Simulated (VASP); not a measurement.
# MnS (Browneite) (F-43m) in VASP: single point with r2SCAN

Aim: the single point of MnS (Browneite) with r2SCAN.

Everything below comes from runs of VASP 6.6.1. Logs are shortened: lines on timing, memory, paths and dates and some standing lists are left out, and cuts for length are marked.

## Step 1: The cell of the first run

It takes space group F-43m (No. 216, cubic). Conventional cell: a = 5.600 Å, b = 5.600 Å, c = 5.600 Å, α = 90.00°, β = 90.00°, γ = 90.00°. Within 3.2 Å of Mn (site symmetry -43m) lie 4 S at 2.42 Å. Within 3.2 Å of S (site symmetry -43m) lie 4 Mn at 2.42 Å.

## Step 2: Single point, r2SCAN, collinear spin, ferromagnetic start

POSCAR

```
MnS
1.0
    0.0000000000      2.8000000000      2.8000000000
    2.8000000000      0.0000000000      2.8000000000
    2.8000000000      2.8000000000      0.0000000000
Mn S
1 1
Direct
    0.0000000000      0.0000000000      0.0000000000
    0.2500000000      0.2500000000      0.2500000000
```

INCAR.step1

```
ALGO = Normal
EDIFF = 1E-4
ENCUT = 520
GGA = PE
ISMEAR = 1
ISPIN = 2
LASPH = True
LCHARG = False
LMAXMIX = 4
LREAL = False
LWAVE = True
MAGMOM = 4 0
NBANDS = 20
NELM = 150
PREC = Accurate
SIGMA = 0.1
```

INCAR.step2

```
ALGO = Normal
EDIFF = 1E-6
ENCUT = 520
ISIF = 2
ISMEAR = 1
ISPIN = 2
ISTART = 1
LASPH = True
LCHARG = True
LELF = True
LMAXMIX = 4
LMIXTAU = True
LORBIT = 11
LREAL = False
LVHAR = True
LWAVE = False
MAGMOM = 4 0
METAGGA = R2SCAN
NBANDS = 20
NELM = 150
PREC = Accurate
SIGMA = 0.1
```

KPOINTS

```
k-points
0
Gamma
  7 7 7
```

Potentials or basis: VASP PAW PBE potentials, release 64 (Mn_pv, S).

Run with:

```console
$ cat potpaw_PBE.64/Mn_pv/POTCAR potpaw_PBE.64/S/POTCAR > POTCAR
$ cp INCAR.step1 INCAR
$ mpirun -np 1 vasp_std > vasp.out
$ cp INCAR.step2 INCAR
$ mpirun -np 1 vasp_std > vasp.out
```

OUTCAR:

```text
EDIFF = 1E-6
   ENCUT = 520
   ISIF = 2
   ISMEAR = 1
   ISPIN = 2
   ISTART = 1
   LASPH = True
   LORBIT = 11
   LREAL = False
   METAGGA = R2SCAN
   NELM = 150
   PREC = Accurate

 ion  position               nearest neighbor table
   1  0.000  0.000  0.000-   2 2.42   2 2.42   2 2.42   2 2.42
   2  0.250  0.250  0.250-   1 2.42   1 2.42   1 2.42   1 2.42

  LATTYP: Found a face centered cubic cell.
 ALAT       =     5.6000000000

  Lattice vectors:

 A1 = (   0.0000000000,   2.8000000000,   2.8000000000)
 A2 = (   2.8000000000,   0.0000000000,   2.8000000000)
 A3 = (   2.8000000000,   2.8000000000,   0.0000000000)

Analysis of symmetry for initial positions (statically):
=====================================================================
 Subroutine PRICEL returns:
 Original cell was already a primitive cell.

 Routine SETGRP: Setting up the symmetry group for a
 face centered cubic supercell.

 Subroutine GETGRP returns: Found 24 space group operations
 (whereof 24 operations were pure point group operations)
 out of a pool of 48 trial point group operations.

The static configuration has the point symmetry T_d .

Analysis of symmetry for dynamics (positions and initial velocities):
=====================================================================
 Subroutine PRICEL returns:
 Original cell was already a primitive cell.

 Routine SETGRP: Setting up the symmetry group for a
 face centered cubic supercell.

 Subroutine GETGRP returns: Found 24 space group operations
 (whereof 24 operations were pure point group operations)
 out of a pool of 48 trial point group operations.

The dynamic configuration has the point symmetry T_d .

Analysis of structural, dynamic, and magnetic symmetry:
=====================================================================
 Subroutine PRICEL returns:
 Original cell was already a primitive cell.

 Routine SETGRP: Setting up the symmetry group for a
 face centered cubic supercell.

 Subroutine GETGRP returns: Found 24 space group operations
 (whereof 24 operations were pure point group operations)
 out of a pool of 48 trial point group operations.

The overall configuration has the point symmetry T_d .

 Subroutine INISYM returns: Found 24 space group operations
 (whereof 24 operations are pure point group operations),
 and found     1 'primitive' translations

----------------------------------------------------------------------------------------

                                     Primitive cell

  volume of cell :      43.9040

  direct lattice vectors                    reciprocal lattice vectors
     0.000000000  2.800000000  2.800000000    -0.178571429  0.178571429  0.178571429
     2.800000000  0.000000000  2.800000000     0.178571429 -0.178571429  0.178571429
     2.800000000  2.800000000  0.000000000     0.178571429  0.178571429 -0.178571429

  length of vectors
     3.959797975  3.959797975  3.959797975     0.309294787  0.309294787  0.309294787

  position of ions in fractional coordinates (direct lattice)
     0.000000000  0.000000000  0.000000000
     0.250000000  0.250000000  0.250000000

  ion indices of the primitive-cell ions
   primitive index   ion index
                 1           1
                 2           2

----------------------------------------------------------------------------------------

 KPOINTS: k-points

Automatic generation of k-mesh.
 Grid dimensions read from file:
 generate k-points for:    7    7    7

 Generating k-lattice:

  Cartesian coordinates                     Fractional coordinates (reciprocal lattice)
    -0.025510204  0.025510204  0.025510204     0.142857143  0.000000000  0.000000000
     0.025510204 -0.025510204  0.025510204     0.000000000  0.142857143  0.000000000
     0.025510204  0.025510204 -0.025510204     0.000000000  0.000000000  0.142857143

  Length of vectors
     0.044184970  0.044184970  0.044184970

  Shift w.r.t. Gamma in fractional coordinates (k-lattice)
     0.000000000  0.000000000  0.000000000

 Subroutine IBZKPT returns following result:
 ===========================================

 Found     20 irreducible k-points:

 Following reciprocal coordinates:
            Coordinates               Weight
  0.000000  0.000000  0.000000      1.000000
  0.142857  0.000000  0.000000      8.000000
  0.285714  0.000000  0.000000      8.000000
  0.428571  0.000000  0.000000      8.000000
  0.142857  0.142857  0.000000      6.000000
  0.285714  0.142857  0.000000     24.000000
[... 12 lines left out ...]
 -0.428571  0.428571  0.142857     24.000000
 -0.285714  0.428571  0.142857     24.000000
   k-points           NKPTS =     20   k-points in BZ     NKDIM =     20   number of bands    NBANDS=     20
   number of dos      NEDOS =    301   number of ions     NIONS =      2
   total plane-waves  NPLWV =  27000
   dimension x,y,z NGX =    30 NGY =   30 NGZ =   30
   dimension x,y,z NGXF=    60 NGYF=   60 NGZF=   60
   ions per type =               1   1
   NGX,Y,Z   is equivalent  to a cutoff of  12.60, 12.60, 12.60 a.u.
   NGXF,Y,Z  is equivalent  to a cutoff of  25.19, 25.19, 25.19 a.u.
 SYSTEM =  unknown system
   PREC   = accura    normal or accurate (medium, high low for compatibility)
   ISTART =      1    job   : 0-new  1-cont  2-samecut
   ICHARG =      0    charge: 1-file 2-atom 10-const
   ISPIN  =      2    spin polarized calculation?
   LNONCOLLINEAR =      F non collinear calculations
   LSORBIT =      F    spin-orbit coupling
   LASPH  =      T    aspherical Exc in radial PAW
   ENCUT  =  520.0 eV  38.22 Ry    6.18 a.u.   7.36  7.36  7.36*2*pi/ulx,y,z
   NELM   =    150;   NELMIN=  2; NELMDL=  0     # of ELM steps
   EDIFF  = 0.1E-05   stopping-criterion for ELM
   LREAL  =      F    real-space projection
   EDIFFG = 0.1E-04   stopping-criterion for IOM
   NSW    =      0    number of steps for IOM
   IBRION =     -1    ionic relax: 0-MD 1-quasi-New 2-CG
   NFREE  =      0    steps in history (QN), initial steepest desc. (CG)
   ISIF   =      2    stress and relaxation
   ISYM   =      2    0-nonsym 1-usesym 2-fastsym
   POTIM  = 0.5000    time-step for ionic-motion
   TEBEG  =    0.0;   TEEND  =   0.0 temperature during run
   PSTRESS=    0.0 pullay stress
   NELECT =      19.0000    total number of electrons
   NUPDOWN=      -1.0000    fix difference up-down
   EMIN   =  10.00;   EMAX   =-10.00  energy-range for DOS
   EFERMI =   0.00;   METHOD = LEGACY
   ISMEAR =     1;   SIGMA  =   0.10  broadening in eV -4-tet -1-fermi 0-gaus
   EFERMI_NEDOS =   21; number of points for ismear=-14 and -15
   IALGO  =     38    algorithm
   IMIX   =      4    mixing-type and parameters
     AMIX     =   0.40;   BMIX     =  1.00
     AMIX_MAG =   1.60;   BMIX_MAG =  1.00
  volume/ion in A,a.u.               =      21.95       148.14
  Fermi-wavevector in a.u.,A,eV,Ry     =   1.238297  2.340041 20.862879  1.533378
  Thomas-Fermi vector in A             =   2.372828
   LORBIT       =     11    0 simple, 1 ext, 2 COOP (PROOUT), +10 PAW based schemes
   METAGGA = R2SCAN    functional components
   LHFCALC =     F    Hartree Fock is set to
   AEXX    =    0.0000 exact exchange contribution
   IVDW    =     0    specifies the selected vdW correction
   LEPSILON=     F    determine dielectric tensor
   LRPA    =     F    only Hartree local field effects (RPA)
 spin polarized calculation
 Methfessel and Paxton  Order N= 1 SIGMA  =   0.10
  energy-cutoff  :      520.00
  volume of cell :       43.90
 maximum number of plane-waves:      1243
 NGX is ok and might be reduce to    30
   NGX = 15   NGY = 15   NGZ = 15

 number of electron      18.9999987 magnetization       4.9999981

 Free energy of the ion-electron system (eV)
  ---------------------------------------------------
  ext. energy  EPLUGINS =         0.00000000
  ---------------------------------------------------
  free energy    TOTEN  =       -24.87403468 eV

  energy without entropy =      -24.87406253  energy(sigma->0) =      -24.87404396

 E-fermi :   4.4997     XC(G=0):  -9.8669

 val. band max:        4.4161310042   @ k =   0.0000   0.0000   0.0000
 cond. band min:       5.0337615615   @ k =   0.4286   0.4286   0.0000
 fundamental gap:      0.6176305574
 Fermi energy:         4.4997226512

 spin component 1

 k-point     1 :       0.0000    0.0000    0.0000
  band No.  band energies     occupation
      1     -48.7351      1.00000
      2     -48.7351      1.00000
      3     -48.7350      1.00000
      4     -10.1049      1.00000
      5      -0.9060      1.00000
      6      -0.9060      1.00000
[... 12 lines left out ...]
     19      16.8326      0.00000
     20      17.5569      0.00000
[... 415 lines left out ...]
 k-point    20 :      -0.2857    0.4286    0.1429
  band No.  band energies     occupation
      1     -48.7377      1.00000
      2     -48.7370      1.00000
      3     -48.7362      1.00000
      4      -9.1969      1.00000
      5      -1.1799      1.00000
      6      -0.8149      1.00000
[... 12 lines left out ...]
     19      18.6739      0.00000
     20      19.1294      0.00000
 Fermi energy:         4.4997226512

 spin component 2

 k-point     1 :       0.0000    0.0000    0.0000
  band No.  band energies     occupation
      1     -42.5485      1.00000
      2     -42.5485      1.00000
      3     -42.5484      1.00000
      4      -9.7722      1.00000
      5       1.1004      1.00000
      6       1.1004      1.00000
[... 12 lines left out ...]
     19      18.1135      0.00000
     20      18.7839      0.00000
[... 415 lines left out ...]
 k-point    20 :      -0.2857    0.4286    0.1429
  band No.  band energies     occupation
      1     -42.5530      1.00000
      2     -42.5517      1.00000
      3     -42.5503      1.00000
      4      -8.8935      1.00000
      5      -0.1731      1.00000
      6       0.0415      1.00000
[... 12 lines left out ...]
     19      19.5466      0.00000
     20      19.9507      0.00000

------------------------ aborting loop because EDIFF is reached ----------------------------------------

  FORCE on cell =-STRESS in cart. coord.  units (eV):
  Direction    XX          YY          ZZ          XY          YZ          ZX
  --------------------------------------------------------------------------------------
  -------------------------------------------------------------------------------------
  Total        0.5071208      0.5071208      0.5071208     -0.0000000     -0.0000000      0.0000000
  in kB       18.5062300     18.5062300     18.5062300     -0.0000000     -0.0000000      0.0000000
  external PRESSURE =      18.5062300 kB  Pullay stress =       0.0000000 kB

 VOLUME and BASIS-vectors are now :
 -----------------------------------------------------------------------------
  energy-cutoff  :      520.00
  volume of cell :       43.90
      direct lattice vectors                 reciprocal lattice vectors
     0.000000000  2.800000000  2.800000000    -0.178571429  0.178571429  0.178571429
     2.800000000  0.000000000  2.800000000     0.178571429 -0.178571429  0.178571429
     2.800000000  2.800000000  0.000000000     0.178571429  0.178571429 -0.178571429

 POSITION                                       TOTAL-FORCE (eV/Angst)
 -----------------------------------------------------------------------------------
      0.00000      0.00000      0.00000        -0.000000     -0.000000     -0.000000
      1.40000      1.40000      1.40000         0.000000      0.000000      0.000000
 -----------------------------------------------------------------------------------
    total drift:                                0.000001      0.000001      0.000001

  FREE ENERGIE OF THE ION-ELECTRON SYSTEM (eV)
  ---------------------------------------------------
  free  energy   TOTEN  =       -24.8740346810 eV

  energy  without entropy=      -24.8740625255  energy(sigma->0) =      -24.87404396

 total charge

# of ion       s       p       d       tot
------------------------------------------
    1        0.272   6.212   4.879  11.363
    2        1.302   2.499   0.000   3.800
--------------------------------------------------
tot          1.574   8.711   4.879  15.163

 magnetization (x)

# of ion       s       p       d       tot
------------------------------------------
    1        0.048   0.064   4.352   4.464
    2        0.013   0.064   0.000   0.077
--------------------------------------------------
tot          0.061   0.128   4.352   4.541
```

Wall time 2.2 min (1 thread of Intel Xeon Platinum 8375C at 2.90GHz (Ice Lake), shared host); peak memory 0.21 GiB.

What came out:

| Quantity | Value |
| --- | --- |
| Free energy | -24.8740 eV |
| Pressure | 1.9 GPa |
| Band gap on the k mesh | 0.62 eV, indirect (least direct gap 1.24 eV) |
| Net moment | 5.00 μB per cell |
| Site moments | Mn +4.46; S +0.08 μB |
| Valence electrons inside the program's atomic spheres | Mn 11.36; S 3.80 |

Caveat: the PAW data sets were made with another functional, which shifts forces and pressure a little; a cell with one magnetic atom can't hold antiferromagnetic order, which such compounds often take. A k mesh can miss the band edges.
